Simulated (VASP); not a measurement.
# PbSe (Fm-3m) in VASP: a series of runs, part 2 of 2

VASP 6.6.1. The steps go on from the part before.

## Step 3: Single point, PBEsol+D3(BJ)

This run uses another cell than the first one, of 27.23 Å³/atom, 1.042 times its volume.

File INCAR:

```
PREC = Accurate
ENCUT = 520
EDIFF = 1E-6
ISMEAR = 0
SIGMA = 0.05
LREAL = False
LASPH = True
NELM = 60
ALGO = Normal
ISIF = 2
LWAVE = False
LCHARG = False
GGA = PS
IVDW = 12
NBANDS = 17
```

File KPOINTS:

```
Automatic mesh
0
Gamma
  6 6 6
```

File POSCAR:

```
PbSe
1.0
    0.0000000000      3.0086593225      3.0086593225
    3.0086593225      0.0000000000      3.0086593225
    3.0086593225      3.0086593225      0.0000000000
Pb Se
1 1
Direct
    0.5000000000      0.5000000000      0.5000000000
    0.0000000000      0.0000000000      0.0000000000
```

Potentials or basis: VASP PAW PBE potentials, release 64 (Pb_d, Se).

Run with:

```console
cat potpaw_PBE.64/Pb_d/POTCAR potpaw_PBE.64/Se/POTCAR > POTCAR
mpirun -np 1 vasp_std > vasp.out
```

OUTCAR:

```text
PREC = Accurate
   ENCUT = 520
   EDIFF = 1E-6
   ISMEAR = 0
   LREAL = False
   LASPH = True
   NELM = 60
   ISIF = 2
   GGA = PS
   IVDW = 12
 IVDW          = 12

 ion  position               nearest neighbor table
   1  0.500  0.500  0.500-   2 3.01   2 3.01   2 3.01   2 3.01   2 3.01   2 3.01
   2  0.000  0.000  0.000-   1 3.01   1 3.01   1 3.01   1 3.01   1 3.01   1 3.01

  LATTYP: Found a face centered cubic cell.
 ALAT       =     6.0173186450

  Lattice vectors:

 A1 = (   0.0000000000,   3.0086593225,   3.0086593225)
 A2 = (   3.0086593225,   0.0000000000,   3.0086593225)
 A3 = (   3.0086593225,   3.0086593225,   0.0000000000)

Analysis of symmetry for initial positions (statically):
=====================================================================
 Subroutine PRICEL returns:
 Original cell was already a primitive cell.

 Routine SETGRP: Setting up the symmetry group for a
 face centered cubic supercell.

 Subroutine GETGRP returns: Found 48 space group operations
 (whereof 48 operations were pure point group operations)
 out of a pool of 48 trial point group operations.

The static configuration has the point symmetry O_h .

Analysis of symmetry for dynamics (positions and initial velocities):
=====================================================================
 Subroutine PRICEL returns:
 Original cell was already a primitive cell.

 Routine SETGRP: Setting up the symmetry group for a
 face centered cubic supercell.

 Subroutine GETGRP returns: Found 48 space group operations
 (whereof 48 operations were pure point group operations)
 out of a pool of 48 trial point group operations.

The dynamic configuration has the point symmetry O_h .

 Subroutine INISYM returns: Found 48 space group operations
 (whereof 48 operations are pure point group operations),
 and found     1 'primitive' translations

----------------------------------------------------------------------------------------

                                     Primitive cell

  volume of cell :      54.4690

  direct lattice vectors                    reciprocal lattice vectors
     0.000000000  3.008659322  3.008659322    -0.166186978  0.166186978  0.166186978
     3.008659322  0.000000000  3.008659322     0.166186978 -0.166186978  0.166186978
     3.008659322  3.008659322  0.000000000     0.166186978  0.166186978 -0.166186978

  length of vectors
     4.254886818  4.254886818  4.254886818     0.287844289  0.287844289  0.287844289

  position of ions in fractional coordinates (direct lattice)
     0.500000000  0.500000000  0.500000000
     0.000000000  0.000000000  0.000000000

  ion indices of the primitive-cell ions
   primitive index   ion index
                 1           1
                 2           2

----------------------------------------------------------------------------------------

 KPOINTS: Automatic mesh

Automatic generation of k-mesh.
 Grid dimensions read from file:
 generate k-points for:    6    6    6

 Generating k-lattice:

  Cartesian coordinates                     Fractional coordinates (reciprocal lattice)
    -0.027697830  0.027697830  0.027697830     0.166666667  0.000000000  0.000000000
     0.027697830 -0.027697830  0.027697830     0.000000000  0.166666667  0.000000000
     0.027697830  0.027697830 -0.027697830     0.000000000  0.000000000  0.166666667

  Length of vectors
     0.047974048  0.047974048  0.047974048

  Shift w.r.t. Gamma in fractional coordinates (k-lattice)
     0.000000000  0.000000000  0.000000000

 Subroutine IBZKPT returns following result:
 ===========================================

 Found     16 irreducible k-points:

 Following reciprocal coordinates:
            Coordinates               Weight
  0.000000  0.000000  0.000000      1.000000
  0.166667  0.000000  0.000000      8.000000
  0.333333  0.000000  0.000000      8.000000
  0.500000  0.000000  0.000000      4.000000
  0.166667  0.166667  0.000000      6.000000
  0.333333  0.166667  0.000000     24.000000
[... 8 lines left out ...]
 -0.333333  0.333333  0.166667     24.000000
 -0.333333  0.500000  0.166667     12.000000
   k-points           NKPTS =     16   k-points in BZ     NKDIM =     16   number of bands    NBANDS=     17
   number of dos      NEDOS =    301   number of ions     NIONS =      2
   total plane-waves  NPLWV =  32768
   dimension x,y,z NGX =    32 NGY =   32 NGZ =   32
   dimension x,y,z NGXF=    64 NGYF=   64 NGZF=   64
   ions per type =               1   1
   NGX,Y,Z   is equivalent  to a cutoff of  12.50, 12.50, 12.50 a.u.
   NGXF,Y,Z  is equivalent  to a cutoff of  25.01, 25.01, 25.01 a.u.
 SYSTEM =  unknown system
   PREC   = accura    normal or accurate (medium, high low for compatibility)
   ISTART =      0    job   : 0-new  1-cont  2-samecut
   ICHARG =      2    charge: 1-file 2-atom 10-const
   ISPIN  =      1    spin polarized calculation?
   LNONCOLLINEAR =      F non collinear calculations
   LSORBIT =      F    spin-orbit coupling
   LASPH  =      T    aspherical Exc in radial PAW
   ENCUT  =  520.0 eV  38.22 Ry    6.18 a.u.   7.91  7.91  7.91*2*pi/ulx,y,z
   NELM   =     60;   NELMIN=  2; NELMDL= -5     # of ELM steps
   EDIFF  = 0.1E-05   stopping-criterion for ELM
   LREAL  =      F    real-space projection
   EDIFFG = 0.1E-04   stopping-criterion for IOM
   NSW    =      0    number of steps for IOM
   IBRION =     -1    ionic relax: 0-MD 1-quasi-New 2-CG
   NFREE  =      0    steps in history (QN), initial steepest desc. (CG)
   ISIF   =      2    stress and relaxation
   ISYM   =      2    0-nonsym 1-usesym 2-fastsym
   POTIM  = 0.5000    time-step for ionic-motion
   TEBEG  =    0.0;   TEEND  =   0.0 temperature during run
   PSTRESS=    0.0 pullay stress
   NELECT =      20.0000    total number of electrons
   NUPDOWN=      -1.0000    fix difference up-down
   EMIN   =  10.00;   EMAX   =-10.00  energy-range for DOS
   EFERMI =   0.00;   METHOD = LEGACY
   ISMEAR =     0;   SIGMA  =   0.05  broadening in eV -4-tet -1-fermi 0-gaus
   EFERMI_NEDOS =   21; number of points for ismear=-14 and -15
   IALGO  =     38    algorithm
   IMIX   =      4    mixing-type and parameters
     AMIX     =   0.40;   BMIX     =  1.00
     AMIX_MAG =   1.60;   BMIX_MAG =  1.00
  volume/ion in A,a.u.               =      27.23       183.79
  Fermi-wavevector in a.u.,A,eV,Ry     =   1.172290  2.215307 18.698002  1.374264
  Thomas-Fermi vector in A             =   2.308721
   LORBIT       =      0    0 simple, 1 ext, 2 COOP (PROOUT), +10 PAW based schemes
   GGA     = PS    functional components
   LHFCALC =     F    Hartree Fock is set to
   AEXX    =    0.0000 exact exchange contribution
   IVDW    =    12    specifies the selected vdW correction
   LEPSILON=     F    determine dielectric tensor
   LRPA    =     F    only Hartree local field effects (RPA)
 non-spin polarized calculation
 Gauss-broadening in eV      SIGMA  =   0.05
  energy-cutoff  :      520.00
  volume of cell :       54.47
 maximum number of plane-waves:      1484
   NGX = 15   NGY = 15   NGZ = 15

 number of electron      20.0000003 magnetization

 Free energy of the ion-electron system (eV)
  ---------------------------------------------------
  ext. energy  EPLUGINS =         0.00000000
  ---------------------------------------------------
  free energy    TOTEN  =        -8.90426871 eV

  energy without entropy =       -8.90327104  energy(sigma->0) =       -8.90376987

 E-fermi :   5.6182     XC(G=0):  -9.9606

 val. band max:        5.6074738770   @ k =   0.5000   0.0000   0.0000
 cond. band min:       5.6289554350   @ k =   0.5000   0.0000   0.0000
 fundamental gap:      0.0214815580
 Fermi energy:         5.6182146559

 k-point     1 :       0.0000    0.0000    0.0000
  band No.  band energies     occupation
      1     -11.2828      2.00000
      2     -11.2828      2.00000
      3     -11.2810      2.00000
      4     -11.2810      2.00000
      5     -11.2810      2.00000
      6      -8.5060      2.00000
[... 9 lines left out ...]
     16      11.8946      0.00000
     17      13.3947      0.00000
[... 281 lines left out ...]
 k-point    16 :      -0.3333    0.5000    0.1667
  band No.  band energies     occupation
      1     -11.4227      2.00000
      2     -11.2856      2.00000
      3     -11.2762      2.00000
      4     -11.2457      2.00000
      5     -11.2247      2.00000
      6      -6.8181      2.00000
[... 9 lines left out ...]
     16      17.4113      0.00000
     17      18.2391      0.00000

------------------------ aborting loop because EDIFF is reached ----------------------------------------

 Edisp (eV)   -0.75442

 E8    (eV) :    -0.5199

  FORCE on cell =-STRESS in cart. coord.  units (eV):
  Direction    XX          YY          ZZ          XY          YZ          ZX
  --------------------------------------------------------------------------------------
  -------------------------------------------------------------------------------------
  Total       0.00054     0.00054     0.00054     0.00000     0.00000     0.00000
  in kB       0.01592     0.01592     0.01592     0.00000     0.00000     0.00000
  external pressure =        0.02 kB  Pullay stress =        0.00 kB

 VOLUME and BASIS-vectors are now :
 -----------------------------------------------------------------------------
  energy-cutoff  :      520.00
  volume of cell :       54.47
      direct lattice vectors                 reciprocal lattice vectors
     0.000000000  3.008659322  3.008659322    -0.166186978  0.166186978  0.166186978
     3.008659322  0.000000000  3.008659322     0.166186978 -0.166186978  0.166186978
     3.008659322  3.008659322  0.000000000     0.166186978  0.166186978 -0.166186978

 POSITION                                       TOTAL-FORCE (eV/Angst)
 -----------------------------------------------------------------------------------
      3.00866      3.00866      3.00866         0.000000      0.000000      0.000000
      0.00000      0.00000      0.00000         0.000000      0.000000      0.000000
 -----------------------------------------------------------------------------------
    total drift:                                0.000000     -0.000000      0.000000

  FREE ENERGIE OF THE ION-ELECTRON SYSTEM (eV)
  ---------------------------------------------------
  free  energy   TOTEN  =        -9.6586907908 eV

  energy  without entropy=       -9.6576931126  energy(sigma->0) =       -9.65819195
```

stdout:

```text
POSCAR found type information on POSCAR PbSe
 POSCAR found :  2 types and       2 ions
 scaLAPACK will be used
 -----------------------------------------------------------------------------
|                                                                             |
|                                                                             |
|     You enforced a specific xc type in the INCAR file but a different       |
|     I HOPE YOU KNOW WHAT YOU ARE DOING!                                     |
|                                                                             |
 -----------------------------------------------------------------------------

 LDA part: xc-table for (Slater+PW92), standard interpolation
 POSCAR, INCAR and KPOINTS ok, starting setup
 FFT: planning ... GRIDC
 FFT: planning ... GRID_SOFT
 FFT: planning ... GRID
 WAVECAR not read
 entering main loop
```

Wall time 9.5 s (1 thread of AMD EPYC 7R13 (Zen 3), shared host); peak memory 0.16 GiB.

What came out:

* Free energy: -9.6587 eV
* Pressure: 0.0 GPa
* Band gap on the k mesh: 0.02 eV, direct
* Dispersion energy per atom: -0.377 eV

Caveat: the PAW data sets were made with another functional, which shifts forces and pressure a little; spin-orbit coupling is left out, which moves the levels of the heavy elements. A k mesh can miss the band edges.

## Step 4: Single point, PBEsol+D3(BJ) (volume scaled by 0.98)

INCAR, as its differences from that of step 3:

```diff
@@ -7,3 +7,3 @@
 LASPH = True
-NELM = 60
+NELM = 80
 ALGO = Normal
```

KPOINTS is that of step 3.

File POSCAR:

```
PbSe
1.0
    0.0000000000      2.9884663696      2.9884663696
    2.9884663696      0.0000000000      2.9884663696
    2.9884663696      2.9884663696      0.0000000000
Pb Se
1 1
Direct
    0.5000000000      0.5000000000      0.5000000000
    0.0000000000      0.0000000000      0.0000000000
```

Run with:

```console
cat potpaw_PBE.64/Pb_d/POTCAR potpaw_PBE.64/Se/POTCAR > POTCAR
mpirun -np 1 vasp_std > vasp.out
```

Wall time 9.3 s (1 thread of AMD EPYC 7R13 (Zen 3), shared host); peak memory 0.16 GiB.

The run converged. Its results:

| Item | Value |
| --- | --- |
| Free energy | -9.6547 eV |
| Pressure | 1.1 GPa |
| Band gap on the k mesh | 0.06 eV, direct |
| Dispersion energy per atom | -0.385 eV |

Levels at points of the mesh, in eV from the valence-band top:
| k point | band 6 | band 7 | band 8 | band 9 | band 10 | band 11 | band 12 | band 13 | band 14 | band 15 |
| --- | --- | --- | --- | --- | --- | --- | --- | --- | --- | --- |
| (0.00, 0.00, 0.00) | -14.27 | -6.23 | -2.23 | -2.23 | -2.23 | 4.82 | 4.82 | 4.82 | 6.27 | 6.27 |
| (0.50, 0.00, 0.00) | -13.02 | -9.29 | -1.76 | -1.76 | 0.00 | 0.06 | 1.47 | 1.47 | 8.48 | 10.06 |
| (0.50, 0.50, 0.00) | -12.51 | -7.56 | -5.67 | -3.73 | -3.73 | 3.25 | 5.84 | 5.84 | 6.29 | 11.45 |

Caveat: the cell differs from its parent crystal (volume scaled by 0.98); the PAW data sets were made with another functional, which shifts forces and pressure a little; spin-orbit coupling is left out, which moves the levels of the heavy elements.

## Step 5: Single point, PBEsol+D3(BJ)

This run uses another cell than the first one, of 28.71 Å³/atom, 1.098 times its volume.

INCAR is that of step 4.

File KPOINTS:

```
regular mesh
0
Gamma
  6 6 6
```

File POSCAR:

```
PbSe
1.0
    0.0000000000      3.0621516472      3.0621516472
    3.0621516472      0.0000000000      3.0621516472
    3.0621516472      3.0621516472      0.0000000000
Pb Se
1 1
Direct
    0.5000000000      0.5000000000      0.5000000000
    0.0000000000      0.0000000000      0.0000000000
```

Run with:

```console
cat potpaw_PBE.64/Pb_d/POTCAR potpaw_PBE.64/Se/POTCAR > POTCAR
mpirun -np 1 vasp_std > vasp.out
```

Wall time 9.4 s (1 thread of AMD EPYC 7R13 (Zen 3), shared host); peak memory 0.16 GiB.

It converged, with:

* Free energy: -9.6348 eV
* Pressure: -2.7 GPa
* Band gap on the k mesh: 0.21 eV, direct
* Dispersion energy per atom: -0.357 eV

Levels at points of the mesh, in eV from the valence-band top:
```
           k point  band 6  band 7  band 8  band 9  band 10  band 11  band 12  band 13  band 14  band 15
(0.00, 0.00, 0.00)  -13.59   -6.33   -1.86   -1.86    -1.86     4.68     4.68     4.68     6.46     6.46
(0.50, 0.00, 0.00)  -12.52   -8.82   -1.45   -1.45     0.00     0.21     1.66     1.66     8.41    10.09
(0.50, 0.50, 0.00)  -12.15   -7.40   -5.01   -3.23    -3.23     3.59     5.58     5.58     6.00    11.30
```

Caveat: the PAW data sets were made with another functional, which shifts forces and pressure a little; spin-orbit coupling is left out, which moves the levels of the heavy elements. A k mesh can miss the band edges.

## Step 6: Single point, PBEsol+D3(BJ) (volume scaled by 1.02)

File INCAR:

```
ALGO = Normal
EDIFF = 1E-6
ENCUT = 520
GGA = PS
ISIF = 2
ISMEAR = 0
IVDW = 12
LASPH = T
LCHARG = T
LELF = T
LREAL = F
LVHAR = T
LWAVE = F
NBANDS = 17
NELM = 60
PREC = Accurate
SIGMA = 0.05
```

File KPOINTS:

```
k-points
0
Gamma
  6 6 6
```

File POSCAR:

```
PbSe
1.0
    0.0000000000      3.0285847994      3.0285847994
    3.0285847994      0.0000000000      3.0285847994
    3.0285847994      3.0285847994      0.0000000000
Pb Se
1 1
Direct
    0.5000000000      0.5000000000      0.5000000000
    0.0000000000      0.0000000000      0.0000000000
```

Potentials or basis: VASP PAW PBE potentials, release 64 (Pb_d, Se).

Run with:

```console
cat potpaw_PBE.64/Pb_d/POTCAR potpaw_PBE.64/Se/POTCAR > POTCAR
mpirun -np 1 vasp_std > vasp.out
```

Wall time 10 s (1 thread of AMD EPYC 7R13 (Zen 3), shared host); peak memory 0.16 GiB.

It converged, with:

| Quantity | Value |
| --- | --- |
| Free energy | -9.6557 eV |
| Pressure | -1.0 GPa |
| Band gap on the k mesh | 0.09 eV, direct |
| Dispersion energy per atom | -0.370 eV |

Levels at points of the mesh, in eV from the valence-band top:
| k point | band 8 | band 9 | band 10 | band 11 | band 12 | band 13 |
| --- | --- | --- | --- | --- | --- | --- |
| (0.00, 0.00, 0.00) | -2.05 | -2.05 | -2.05 | 4.72 | 4.72 | 4.72 |
| (0.50, 0.00, 0.00) | -1.61 | -1.61 | 0.00 | 0.09 | 1.55 | 1.55 |
| (0.50, 0.50, 0.00) | -5.32 | -3.48 | -3.48 | 3.42 | 5.68 | 5.68 |

Caveat: the cell differs from its parent crystal (volume scaled by 1.02); the PAW data sets were made with another functional, which shifts forces and pressure a little; spin-orbit coupling is left out, which moves the levels of the heavy elements. A k mesh can miss the band edges.

## Step 7: Summary

```csv
cell,gap on the mesh (eV),pressure (GPa)
"a = 4.197 Å, angles 60.0°, 2 atoms",0.14,2.4
"a = 4.255 Å, angles 60.0°, 2 atoms",0.02,0.0
"a = 4.226 Å, angles 60.0°, 2 atoms",0.06,1.1
"a = 4.331 Å, angles 60.0°, 2 atoms",0.21,-2.7
"a = 4.283 Å, angles 60.0°, 2 atoms",0.09,-1.0
```

Alike in all rows: task single point; level PBEsol+D3(BJ); potentials or basis VASP PAW PBE potentials, release 64 (Pb_d, Se); no spin polarisation; k mesh 6 × 6 × 6; cutoff (eV) 520; smearing gaussian 0.05 eV.

Caveats: the PAW data sets were made with another functional, which shifts forces and pressure a little; spin-orbit coupling is left out, which moves the levels of the heavy elements.

Total energies depend on the potentials used, so only differences within one code and one set of settings carry meaning.
